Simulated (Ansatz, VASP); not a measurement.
**Two plane-wave programs on BP**

Contents of POSCAR:

```
BP
1.0
    0.0000000000      2.3030350000      2.2690000000
    2.2690000000      0.0000000000      2.2690000000
    2.2690000000      2.3030350000      0.0000000000
B P
1 1
Direct
    0.0000000000      0.0000000000      0.0000000000
    0.7500000000      0.7500000000      0.7500000000
```

File INCAR.step1:

```
SYSTEM = BP
ALGO = Normal
EDIFF = 1E-4
ENCUT = 520
GGA = PE
ISMEAR = 0
LASPH = .TRUE.
LCHARG = .FALSE.
LREAL = .FALSE.
LWAVE = .TRUE.
NBANDS = 11
NELM = 80
PREC = Accurate
SIGMA = 0.05
```

Contents of INCAR.step2:

```
SYSTEM = BP
ALGO = Normal
EDIFF = 1E-7
ENCUT = 520
ISIF = 2
ISMEAR = 0
ISTART = 1
LASPH = .TRUE.
LCHARG = .FALSE.
LMIXTAU = .TRUE.
LREAL = .FALSE.
LWAVE = .FALSE.
METAGGA = R2SCAN
NBANDS = 11
NELM = 80
PREC = Accurate
SIGMA = 0.05
```

File KPOINTS:

```
k-points
0
G
  8 8 8
  0 0 0
```

Input for Ansatz:

```yaml
crystal:
  lattice:
    - [0.0, 2.303035, 2.269]
    - [2.269, 0.0, 2.269]
    - [2.269, 2.303035, 0.0]
  atoms:
    - { symbol: B, position: [0.0, 0.0, 0.0] }
    - { symbol: P, position: [0.75, 0.75, 0.75] }
basis:
  ecutwfc: 500
kpoints:
  mp_grid: { grid: [8, 8, 8] }
hamiltonian:
  xc: r2scan
scf:
  occupations: { method: gaussian, width: 0.05 }
output:
  forces: true
  stress: true
  eigenvalues: true
```

Change from the starting cell: strain +0.0150 x Voigt [0, 1, 0, 0, 0, 0], atoms carried along.

Alike in both runs: task single point; functional r2SCAN; k mesh 8 × 8 × 8; occupations gaussian, width 0.05 eV; no spin polarisation.

|  | VASP | Ansatz |
| --- | --- | --- |
| version | VASP 6.6.1 | Ansatz 0.2.0 |
| potentials or method | VASP PAW PBE potentials, release 64 (B, P), cutoff 520 eV | scalar-relativistic, plane waves, PAW |
| valence electrons in the cell | 8 | 8 |

```tsv
	VASP	Ansatz	Ansatz less VASP
gap on the k mesh at the Fermi level (eV)	1.38	1.35	-0.030
least direct gap on the mesh (eV)	3.54	3.50	-0.040
pressure (GPa)	-3.1	-2.6	+0.49
traceless stress, the component that is largest in VASP (GPa)	-2.88	-2.87	+0.013
```

VASP's potentials were made for PBE, not for r2SCAN.
